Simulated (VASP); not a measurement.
# CuI (Marshite) (F-43m) in VASP: a series of runs, part 2 of 2

VASP 6.6.1.

### Step 5. Single point, PBE (volume scaled by 1.03)

File INCAR:

```
SYSTEM = CuI
PREC = Accurate
ENCUT = 520
EDIFF = 1E-6
ISMEAR = 0
SIGMA = 0.02
LREAL = .False.
LASPH = .True.
NELM = 100
ALGO = Normal
ISIF = 2
LWAVE = .False.
LCHARG = .False.
GGA = PE
NBANDS = 16
```

File KPOINTS:

```
Automatic mesh
0
Gamma
  8 8 8
  0 0 0
```

File POSCAR:

```
CuI
1.0
    0.0000000000      3.0690945080      3.0690945080
    3.0690945080      0.0000000000      3.0690945080
    3.0690945080      3.0690945080      0.0000000000
Cu I
1 1
Direct
    0.2500000000      0.2500000000      0.2500000000
    0.0000000000      0.0000000000      0.0000000000
```

Potentials or basis: VASP PAW PBE potentials, release 64 (Cu, I).

Started as:

```sh
$ cat potpaw_PBE.64/Cu/POTCAR potpaw_PBE.64/I/POTCAR > POTCAR
$ mpirun -np 1 vasp_std > vasp.out
```

OUTCAR:

```text
SYSTEM = CuI
   PREC = Accurate
   ENCUT = 520
   EDIFF = 1E-6
   ISMEAR = 0
   LREAL = .False.
   LASPH = .True.
   NELM = 100
   ISIF = 2
   GGA = PE

 ion  position               nearest neighbor table
   1  0.250  0.250  0.250-   2 2.66   2 2.66   2 2.66   2 2.66
   2  0.000  0.000  0.000-   1 2.66   1 2.66   1 2.66   1 2.66

  LATTYP: Found a face centered cubic cell.
 ALAT       =     6.1381890160

  Lattice vectors:

 A1 = (   0.0000000000,   3.0690945080,   3.0690945080)
 A2 = (   3.0690945080,   0.0000000000,   3.0690945080)
 A3 = (   3.0690945080,   3.0690945080,   0.0000000000)

Analysis of symmetry for initial positions (statically):
=====================================================================
 Subroutine PRICEL returns:
 Original cell was already a primitive cell.

 Routine SETGRP: Setting up the symmetry group for a
 face centered cubic supercell.

 Subroutine GETGRP returns: Found 24 space group operations
 (whereof 24 operations were pure point group operations)
 out of a pool of 48 trial point group operations.

The static configuration has the point symmetry T_d .

Analysis of symmetry for dynamics (positions and initial velocities):
=====================================================================
 Subroutine PRICEL returns:
 Original cell was already a primitive cell.

 Routine SETGRP: Setting up the symmetry group for a
 face centered cubic supercell.

 Subroutine GETGRP returns: Found 24 space group operations
 (whereof 24 operations were pure point group operations)
 out of a pool of 48 trial point group operations.

The dynamic configuration has the point symmetry T_d .

 Subroutine INISYM returns: Found 24 space group operations
 (whereof 24 operations are pure point group operations),
 and found     1 'primitive' translations

----------------------------------------------------------------------------------------

                                     Primitive cell

  volume of cell :      57.8177

  direct lattice vectors                    reciprocal lattice vectors
     0.000000000  3.069094508  3.069094508    -0.162914501  0.162914501  0.162914501
     3.069094508  0.000000000  3.069094508     0.162914501 -0.162914501  0.162914501
     3.069094508  3.069094508  0.000000000     0.162914501  0.162914501 -0.162914501

  length of vectors
     4.340355077  4.340355077  4.340355077     0.282176193  0.282176193  0.282176193

  position of ions in fractional coordinates (direct lattice)
     0.250000000  0.250000000  0.250000000
     0.000000000  0.000000000  0.000000000

  ion indices of the primitive-cell ions
   primitive index   ion index
                 1           1
                 2           2

----------------------------------------------------------------------------------------

 KPOINTS: Automatic mesh

Automatic generation of k-mesh.
 Grid dimensions read from file:
 generate k-points for:    8    8    8

 Generating k-lattice:

  Cartesian coordinates                     Fractional coordinates (reciprocal lattice)
    -0.020364313  0.020364313  0.020364313     0.125000000  0.000000000  0.000000000
     0.020364313 -0.020364313  0.020364313     0.000000000  0.125000000  0.000000000
     0.020364313  0.020364313 -0.020364313     0.000000000  0.000000000  0.125000000

  Length of vectors
     0.035272024  0.035272024  0.035272024

  Shift w.r.t. Gamma in fractional coordinates (k-lattice)
     0.000000000  0.000000000  0.000000000

 Subroutine IBZKPT returns following result:
 ===========================================

 Found     29 irreducible k-points:

 Following reciprocal coordinates:
            Coordinates               Weight
  0.000000  0.000000  0.000000      1.000000
  0.125000  0.000000  0.000000      8.000000
  0.250000  0.000000  0.000000      8.000000
  0.375000  0.000000  0.000000      8.000000
  0.500000  0.000000  0.000000      4.000000
  0.125000  0.125000  0.000000      6.000000
[... 16 lines left out ...]
  0.500000  0.250000  0.125000     48.000000
 -0.375000  0.250000  0.125000     24.000000
 [... further k-points ...]
   k-points           NKPTS =     29   k-points in BZ     NKDIM =     29   number of bands    NBANDS=     16
   number of dos      NEDOS =    301   number of ions     NIONS =      2
   total plane-waves  NPLWV =  32768
   dimension x,y,z NGX =    32 NGY =   32 NGZ =   32
   dimension x,y,z NGXF=    64 NGYF=   64 NGZF=   64
   ions per type =               1   1
   NGX,Y,Z   is equivalent  to a cutoff of  12.26, 12.26, 12.26 a.u.
   NGXF,Y,Z  is equivalent  to a cutoff of  24.51, 24.51, 24.51 a.u.
 SYSTEM =  CuI
   PREC   = accura    normal or accurate (medium, high low for compatibility)
   ISTART =      0    job   : 0-new  1-cont  2-samecut
   ICHARG =      2    charge: 1-file 2-atom 10-const
   ISPIN  =      1    spin polarized calculation?
   LNONCOLLINEAR =      F non collinear calculations
   LSORBIT =      F    spin-orbit coupling
   LASPH  =      T    aspherical Exc in radial PAW
   ENCUT  =  520.0 eV  38.22 Ry    6.18 a.u.   8.07  8.07  8.07*2*pi/ulx,y,z
   NELM   =    100;   NELMIN=  2; NELMDL= -5     # of ELM steps
   EDIFF  = 0.1E-05   stopping-criterion for ELM
   LREAL  =      F    real-space projection
   EDIFFG = 0.1E-04   stopping-criterion for IOM
   NSW    =      0    number of steps for IOM
   IBRION =     -1    ionic relax: 0-MD 1-quasi-New 2-CG
   NFREE  =      0    steps in history (QN), initial steepest desc. (CG)
   ISIF   =      2    stress and relaxation
   ISYM   =      2    0-nonsym 1-usesym 2-fastsym
   POTIM  = 0.5000    time-step for ionic-motion
   TEBEG  =    0.0;   TEEND  =   0.0 temperature during run
   PSTRESS=    0.0 pullay stress
   NELECT =      18.0000    total number of electrons
   NUPDOWN=      -1.0000    fix difference up-down
   EMIN   =  10.00;   EMAX   =-10.00  energy-range for DOS
   EFERMI =   0.00;   METHOD = LEGACY
   ISMEAR =     0;   SIGMA  =   0.02  broadening in eV -4-tet -1-fermi 0-gaus
   EFERMI_NEDOS =   21; number of points for ismear=-14 and -15
   IALGO  =     38    algorithm
   IMIX   =      4    mixing-type and parameters
     AMIX     =   0.40;   BMIX     =  1.00
     AMIX_MAG =   1.60;   BMIX_MAG =  1.00
  volume/ion in A,a.u.               =      28.91       195.09
  Fermi-wavevector in a.u.,A,eV,Ry     =   1.109546  2.096738 16.750035  1.231093
  Thomas-Fermi vector in A             =   2.246087
   LORBIT       =      0    0 simple, 1 ext, 2 COOP (PROOUT), +10 PAW based schemes
   GGA     = PE    functional components
   LHFCALC =     F    Hartree Fock is set to
   AEXX    =    0.0000 exact exchange contribution
   IVDW    =     0    specifies the selected vdW correction
   LEPSILON=     F    determine dielectric tensor
   LRPA    =     F    only Hartree local field effects (RPA)
 non-spin polarized calculation
 Gauss-broadening in eV      SIGMA  =   0.02
  energy-cutoff  :      520.00
  volume of cell :       57.82
 maximum number of plane-waves:      1588
   NGX = 17   NGY = 17   NGZ = 17

 number of electron      17.9999996 magnetization

 Free energy of the ion-electron system (eV)
  ---------------------------------------------------
  ext. energy  EPLUGINS =         0.00000000
  ---------------------------------------------------
  free energy    TOTEN  =        -5.55757841 eV

  energy without entropy =       -5.55757841  energy(sigma->0) =       -5.55757841

 E-fermi :   4.1415     XC(G=0):  -8.7671

 val. band max:        4.0379548388   @ k =   0.0000   0.0000   0.0000
 cond. band min:       5.0882109202   @ k =   0.0000   0.0000   0.0000
 fundamental gap:      1.0502560814
 Fermi energy:         4.1415257477

 k-point     1 :       0.0000    0.0000    0.0000
  band No.  band energies     occupation
      1      -9.7825      2.00000
      2       0.5609      2.00000
      3       0.5609      2.00000
      4       0.5609      2.00000
      5       2.3319      2.00000
      6       2.3319      2.00000
[... 8 lines left out ...]
     15      13.5508      0.00000
     16      13.5508      0.00000
[... 419 lines left out ...]
 k-point    24 :      -0.3750    0.2500    0.1250
  band No.  band energies     occupation
      1      -9.1987      2.00000
      2      -1.0753      2.00000
      3       0.0339      2.00000
      4       0.5231      2.00000
      5       2.2733      2.00000
      6       2.3430      2.00000
[... 8 lines left out ...]
     15      14.6999      0.00000
     16      15.2240      0.00000

 [... further k-points ...]

------------------------ aborting loop because EDIFF is reached ----------------------------------------

  FORCE on cell =-STRESS in cart. coord.  units (eV):
  Direction    XX          YY          ZZ          XY          YZ          ZX
  --------------------------------------------------------------------------------------
  -------------------------------------------------------------------------------------
  Total       -0.2445366     -0.2445366     -0.2445366      0.0000000      0.0000000     -0.0000000
  in kB       -6.7763160     -6.7763160     -6.7763160      0.0000000      0.0000000     -0.0000000
  external PRESSURE =      -6.7763160 kB  Pullay stress =       0.0000000 kB

 VOLUME and BASIS-vectors are now :
 -----------------------------------------------------------------------------
  energy-cutoff  :      520.00
  volume of cell :       57.82
      direct lattice vectors                 reciprocal lattice vectors
     0.000000000  3.069094508  3.069094508    -0.162914501  0.162914501  0.162914501
     3.069094508  0.000000000  3.069094508     0.162914501 -0.162914501  0.162914501
     3.069094508  3.069094508  0.000000000     0.162914501  0.162914501 -0.162914501

 POSITION                                       TOTAL-FORCE (eV/Angst)
 -----------------------------------------------------------------------------------
      1.53455      1.53455      1.53455         0.000000      0.000000      0.000000
      0.00000      0.00000      0.00000        -0.000000     -0.000000     -0.000000
 -----------------------------------------------------------------------------------
    total drift:                                0.000001      0.000001      0.000001

  FREE ENERGIE OF THE ION-ELECTRON SYSTEM (eV)
  ---------------------------------------------------
  free  energy   TOTEN  =        -5.5575784059 eV

  energy  without entropy=       -5.5575784059  energy(sigma->0) =       -5.55757841
```

stdout:

```text
POSCAR found type information on POSCAR CuI
 POSCAR found :  2 types and       2 ions
 scaLAPACK will be used
 LDA part: xc-table for (Slater+PW92), standard interpolation
 POSCAR, INCAR and KPOINTS ok, starting setup
 FFT: planning ... GRIDC
 FFT: planning ... GRID_SOFT
 FFT: planning ... GRID
 WAVECAR not read
 entering main loop
```

Wall time 17 s (1 thread of Intel Xeon Platinum 8259CL at 2.50GHz (Skylake/Cascade Lake), shared host); peak memory 0.18 GiB.

Results:

| Quantity | Value |
| --- | --- |
| Free energy | -5.5576 eV |
| Pressure | -0.7 GPa |
| Band gap on the k mesh | 1.05 eV, direct |

Caveat: spin-orbit coupling is left out, which moves the levels of the heavy elements.

### Step 6. Single point, PBE (volume scaled by 1.06)

File INCAR:

```
SYSTEM = CuI
PREC = Accurate ; ENCUT = 520
EDIFF = 1E-6 ; ISMEAR = 0
SIGMA = 0.02 ; LREAL = .False.
LASPH = .True. ; NELM = 80
ALGO = Normal ; ISIF = 2
LWAVE = .False. ; LCHARG = .True.
GGA = PE ; LELF = .True.
LVHAR = .True. ; NBANDS = 16
```

File KPOINTS:

```
regular mesh
0
Gamma
  8 8 8
  0 0 0
```

File POSCAR:

```
CuI
1.0
    0.0000000000      3.0986068425      3.0986068425
    3.0986068425      0.0000000000      3.0986068425
    3.0986068425      3.0986068425      0.0000000000
Cu I
1 1
Direct
    0.2500000000      0.2500000000      0.2500000000
    0.0000000000      0.0000000000      0.0000000000
```

Potentials or basis: VASP PAW PBE potentials, release 64 (Cu, I).

Started as:

```sh
$ cat potpaw_PBE.64/Cu/POTCAR potpaw_PBE.64/I/POTCAR > POTCAR
$ mpirun -np 1 vasp_std > vasp.out
```

Run time: 27 s. Hardware: 1 thread of Intel Xeon Platinum 8259CL at 2.50GHz (Skylake/Cascade Lake), shared host; peak memory 0.21 GiB.

Results (log left out):

| Property | Result |
| --- | --- |
| Free energy | -5.5423 eV |
| Pressure | -1.6 GPa |
| Band gap on the k mesh | 0.98 eV, direct |

Levels at points of the mesh, in eV from the valence-band top:
| k point | band 6 | band 7 | band 8 | band 9 | band 10 | band 11 | band 12 | band 13 |
| --- | --- | --- | --- | --- | --- | --- | --- | --- |
| (0.00, 0.00, 0.00) | -1.60 | 0.00 | 0.00 | 0.00 | 0.98 | 4.94 | 4.94 | 4.94 |
| (0.50, 0.00, 0.00) | -1.57 | -1.54 | -0.61 | -0.61 | 2.10 | 5.45 | 5.45 | 7.26 |
| (0.50, 0.50, 0.00) | -1.55 | -1.52 | -1.28 | -1.28 | 2.85 | 2.92 | 8.76 | 9.42 |

Caveat: spin-orbit coupling is left out, which moves the levels of the heavy elements.

### Step 7. Summary

```tsv
cell	gap on the mesh (eV)	pressure (GPa)
a = 4.210 Å, angles 60.0°, 2 atoms	1.29	2.9
a = 4.287 Å, angles 60.0°, 2 atoms	1.14	0.3
a = 4.254 Å, angles 60.0°, 2 atoms	1.21	1.3
a = 4.340 Å, angles 60.0°, 2 atoms	1.05	-0.7
a = 4.382 Å, angles 60.0°, 2 atoms	0.98	-1.6
```

Alike in all rows: task single point; level PBE; potentials or basis VASP PAW PBE potentials, release 64 (Cu, I); no spin polarisation; k mesh 8 × 8 × 8; cutoff (eV) 520; smearing gaussian 0.02 eV.

Caveats: spin-orbit coupling is left out, which moves the levels of the heavy elements.

Absolute energies hang on the potentials; compare differences alone.
